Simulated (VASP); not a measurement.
# Hg (P1) in VASP: single point with PBE

Aim: the single point of Hg with PBE.

All numbers are computed with VASP 6.6.1; they aren't measurements. Logs are shortened: lines on timing, memory, paths and dates and some standing lists are left out, and cuts for length are marked.

### 1 The cell of the first run

The typed cell holds 4 atoms: a = 5.658 Å, b = 5.658 Å, c = 5.658 Å, α = 110.45°, β = 110.45°, γ = 107.53°.

### 2 Single point, PBE (atoms moved at random)

Input file INCAR:

```
PREC     = Accurate       # precision mode
ENCUT    = 520            # plane-wave cutoff, eV
EDIFF    = 1E-6           # SCF threshold, eV
ISMEAR   = -1             # smearing method
SIGMA    = 0.05           # smearing width, eV
LREAL    = F              # projectors in reciprocal space
LASPH    = T              # aspherical terms in the spheres
NELM     = 100            # most SCF steps
ALGO     = Fast           # electronic algorithm
ISIF     = 2              # what is computed and relaxed
LWAVE    = F              # write WAVECAR
LCHARG   = F              # write CHGCAR
GGA      = PE             # functional
NBANDS   = 32             # bands
```

Input file KPOINTS:

```
regular mesh
0
Gamma
  6 6 6
```

Input file POSCAR:

```
Hg
1.0
   -3.2271430000      3.2271430000      3.3446970000
    3.2271430000     -3.2271430000      3.3446970000
    3.2271430000      3.2271430000     -3.3446970000
Hg
4
Direct
    0.0794720000      0.1287430000      0.4545850000
    0.6832780000      0.6327450000      0.5560680000
    0.3737270000      0.9190020000      0.0461130000
    0.8611730000      0.3280330000      0.9520370000
```

Potentials or basis: VASP PAW PBE potentials, release 64 (Hg).

Command:

```console
$ cat potpaw_PBE.64/Hg/POTCAR > POTCAR
$ mpirun -np 1 vasp_std > vasp.out
```

OUTCAR:

```text
PREC = Accurate
   ENCUT = 520
   EDIFF = 1E-6
   ISMEAR = -1
   LREAL = F
   LASPH = T
   NELM = 100
   ISIF = 2
   GGA = PE

 ion  position               nearest neighbor table
   1  0.079  0.129  0.455-   2 3.39   3 3.39   3 3.39   4 3.39   2 3.43   4 3.43   4 3.85
   2  0.683  0.633  0.556-   3 3.32   4 3.34   4 3.37   1 3.39   1 3.43   3 3.43   4 3.87
   3  0.374  0.919  0.046-   2 3.32   4 3.36   1 3.39   1 3.39   4 3.42   2 3.43
   4  0.861  0.328  0.952-   2 3.34   3 3.36   2 3.37   1 3.39   3 3.42   1 3.43   1 3.85   2 3.87

  LATTYP: Found a body centered tetragonal cell.
 ALAT       =     6.4542860000
 C/A-ratio  =     1.0364266473

  Lattice vectors:

 A1 = (  -3.2271430000,   3.2271430000,   3.3446970000)
 A2 = (   3.2271430000,  -3.2271430000,   3.3446970000)
 A3 = (   3.2271430000,   3.2271430000,  -3.3446970000)

Analysis of symmetry for initial positions (statically):
=====================================================================
 Subroutine PRICEL returns:
 Original cell was already a primitive cell.

 Routine SETGRP: Setting up the symmetry group for a
 body centered tetragonal supercell.

 Subroutine GETGRP returns: Found  1 space group operations
 (whereof  1 operations were pure point group operations)
 out of a pool of 16 trial point group operations.

The static configuration has the point symmetry C_1 .

Analysis of symmetry for dynamics (positions and initial velocities):
=====================================================================
 Subroutine PRICEL returns:
 Original cell was already a primitive cell.

 Routine SETGRP: Setting up the symmetry group for a
 body centered tetragonal supercell.

 Subroutine GETGRP returns: Found  1 space group operations
 (whereof  1 operations were pure point group operations)
 out of a pool of 16 trial point group operations.

The dynamic configuration has the point symmetry C_1 .

 Subroutine INISYM returns: Found  1 space group operations
 (whereof  1 operations are pure point group operations),
 and found     1 'primitive' translations

----------------------------------------------------------------------------------------

                                     Primitive cell

  volume of cell :     139.3327

  direct lattice vectors                    reciprocal lattice vectors
    -3.227143000  3.227143000  3.344697000     0.000000000  0.154935805  0.149490372
     3.227143000 -3.227143000  3.344697000     0.154935805  0.000000000  0.149490372
[... 89 lines left out ...]
   EDIFF  = 0.1E-05   stopping-criterion for ELM
   LREAL  =      F    real-space projection
   EDIFFG = 0.1E-04   stopping-criterion for IOM
   NSW    =      0    number of steps for IOM
   IBRION =     -1    ionic relax: 0-MD 1-quasi-New 2-CG
   NFREE  =      0    steps in history (QN), initial steepest desc. (CG)
   ISIF   =      2    stress and relaxation
   ISYM   =      2    0-nonsym 1-usesym 2-fastsym
   POTIM  = 0.5000    time-step for ionic-motion
   TEBEG  =    0.0;   TEEND  =   0.0 temperature during run
   PSTRESS=    0.0 pullay stress
   NELECT =      48.0000    total number of electrons
   NUPDOWN=      -1.0000    fix difference up-down
   EMIN   =  10.00;   EMAX   =-10.00  energy-range for DOS
   EFERMI =   0.00;   METHOD = LEGACY
   ISMEAR =    -1;   SIGMA  =   0.05  broadening in eV -4-tet -1-fermi 0-gaus
   EFERMI_NEDOS =   21; number of points for ismear=-14 and -15
   IALGO  =     68    algorithm
   IMIX   =      4    mixing-type and parameters
     AMIX     =   0.40;   BMIX     =  1.00
     AMIX_MAG =   1.60;   BMIX_MAG =  1.00
  volume/ion in A,a.u.               =      34.83       235.07
  Fermi-wavevector in a.u.,A,eV,Ry     =   1.147636  2.168718 17.919805  1.317068
  Thomas-Fermi vector in A             =   2.284315
   LORBIT       =      0    0 simple, 1 ext, 2 COOP (PROOUT), +10 PAW based schemes
   GGA     = PE    functional components
   LHFCALC =     F    Hartree Fock is set to
   AEXX    =    0.0000 exact exchange contribution
   IVDW    =     0    specifies the selected vdW correction
   LEPSILON=     F    determine dielectric tensor
   LRPA    =     F    only Hartree local field effects (RPA)
 non-spin polarized calculation
 RMM-DIIS sequential band-by-band and
  energy-cutoff  :      520.00
  volume of cell :      139.33
 maximum number of plane-waves:      3775
   NGX = 21   NGY = 21   NGZ = 21

 number of electron      48.0000001 magnetization

 Free energy of the ion-electron system (eV)
  ---------------------------------------------------
  ext. energy  EPLUGINS =         0.00000000
  ---------------------------------------------------
  free energy    TOTEN  =        -0.63701438 eV

  energy without entropy =       -0.63548717  energy(sigma->0) =       -0.63625077

 E-fermi :   0.0818     XC(G=0):  -8.7388

 val. band max:        0.0552693341   @ k =   0.5000   0.5000   0.5000
 cond. band min:       0.1450169279   @ k =   0.5000   0.5000   0.5000
 fundamental gap:      0.0897475938
 Fermi energy:         0.0818483576

 k-point     1 :       0.0000    0.0000    0.0000
  band No.  band energies     occupation
      1      -6.4367      2.00000
      2      -6.3583      2.00000
      3      -6.1499      2.00000
      4      -6.1357      2.00000
      5      -5.9929      2.00000
      6      -5.9355      2.00000
[... 829 lines left out ...]
     31       6.4480      0.00000
     32       6.7721      0.00000

 [... further k-points ...]

------------------------ aborting loop because EDIFF is reached ----------------------------------------

  FORCE on cell =-STRESS in cart. coord.  units (eV):
  Direction    XX          YY          ZZ          XY          YZ          ZX
  --------------------------------------------------------------------------------------
  -------------------------------------------------------------------------------------
  Total       -0.1893309     -0.0436156      0.2299937     -0.0116228      0.0013580     -0.0069904
  in kB       -2.1771025     -0.5015327      2.6446806     -0.1336502      0.0156159     -0.0803820
  external PRESSURE =      -0.0113182 kB  Pullay stress =       0.0000000 kB

 VOLUME and BASIS-vectors are now :
 -----------------------------------------------------------------------------
  energy-cutoff  :      520.00
  volume of cell :      139.33
      direct lattice vectors                 reciprocal lattice vectors
    -3.227143000  3.227143000  3.344697000     0.000000000  0.154935805  0.149490372
     3.227143000 -3.227143000  3.344697000     0.154935805  0.000000000  0.149490372
     3.227143000  3.227143000 -3.344697000     0.154935805  0.154935805  0.000000000

 POSITION                                       TOTAL-FORCE (eV/Angst)
 -----------------------------------------------------------------------------------
      1.62602      1.30801     -0.82403         0.007433     -0.001274      0.011244
      1.63143      1.95759      2.54182        -0.012696     -0.025870     -0.014719
      1.90849     -1.61087      4.16955         0.007340      0.023505     -0.004714
      1.35184      4.79288      0.79326        -0.002077      0.003640      0.008190
 -----------------------------------------------------------------------------------
    total drift:                                0.000061      0.000025     -0.000016

  FREE ENERGIE OF THE ION-ELECTRON SYSTEM (eV)
  ---------------------------------------------------
  free  energy   TOTEN  =        -0.6370143764 eV

  energy  without entropy=       -0.6354871708  energy(sigma->0) =       -0.63625077
```

OSZICAR:

```text
N       E                     dE             d eps       ncg     rms          rms(c)
DAV:   1     0.363305818135E+03    0.36331E+03   -0.23057E+04  7168   0.137E+03
DAV:   2     0.123001033119E+02   -0.35101E+03   -0.32924E+03  7464   0.353E+02
DAV:   3    -0.602767463429E+00   -0.12903E+02   -0.12732E+02  8424   0.699E+01
DAV:   4    -0.665612410986E+00   -0.62845E-01   -0.62839E-01  7312   0.433E+00
DAV:   5    -0.665815663058E+00   -0.20325E-03   -0.20325E-03  8584   0.238E-01    0.257E+00
RMM:   6    -0.636886235529E+00    0.28929E-01   -0.85779E-02  7168   0.193E+00    0.210E+00
RMM:   7    -0.636402001407E+00    0.48423E-03   -0.20820E-02  7255   0.692E-01    0.995E-01
RMM:   8    -0.636955211263E+00   -0.55321E-03   -0.29451E-03  7289   0.505E-01    0.709E-02
RMM:   9    -0.636999729558E+00   -0.44518E-04   -0.62382E-04  7636   0.159E-01    0.370E-02
RMM:  10    -0.637014626272E+00   -0.14897E-04   -0.11048E-04  7494   0.924E-02    0.927E-03
RMM:  11    -0.637014376422E+00    0.24985E-06   -0.41985E-06  6432   0.122E-02
   1 F= -.63701438E+00 E0= -.63625077E+00  d E =-.152721E-02
```

Wall time 11 min (1 thread of AMD EPYC 7R13, shared host); peak memory 0.47 GiB.

What came out:

* Free energy: -0.6370 eV
* Pressure: 0.0 GPa
* Largest force: 0.032 eV/Å
* Band gap on the k mesh: zero (filled and empty bands touch)

Forces in eV/Å, atoms in the order of the input:
```
Hg   0.007 -0.001  0.011
Hg  -0.013 -0.026 -0.015
Hg   0.007  0.024 -0.005
Hg  -0.002  0.004  0.008
```

Stress tensor (GPa, compression positive):
```
-0.22 -0.01 -0.01
-0.01 -0.05  0.00
-0.01  0.00  0.26
```

Levels at points of the mesh, in eV from the Fermi level:
| k point | band 22 | band 23 | band 24 | band 25 | band 26 | band 27 |
| --- | --- | --- | --- | --- | --- | --- |
| (0.00, 0.00, 0.00) | -0.69 | -0.64 | -0.11 | 2.16 | 2.25 | 2.94 |
| (0.50, 0.00, 0.00) | -3.83 | -1.63 | -1.07 | 1.58 | 2.20 | 4.15 |
| (0.00, 0.50, 0.00) | -3.90 | -1.54 | -1.09 | 1.61 | 2.09 | 4.21 |
| (0.00, 0.50, 0.50) | -3.86 | -1.64 | -1.05 | 1.55 | 2.23 | 4.12 |
| (0.50, 0.00, 0.50) | -3.92 | -1.57 | -1.04 | 1.53 | 2.14 | 4.20 |
| (0.50, 0.50, 0.00) | -4.20 | -0.81 | -0.79 | 0.66 | 0.70 | 4.72 |
| (0.00, 0.00, 0.50) | -4.20 | -0.81 | -0.76 | 0.66 | 0.68 | 4.72 |
| (0.50, 0.50, 0.50) | -2.68 | -2.59 | -2.49 | -0.03 | 0.06 | 4.26 |

Caveat: the cell differs from its parent crystal (atoms moved at random); spin-orbit coupling is left out, which moves the levels of the heavy elements.
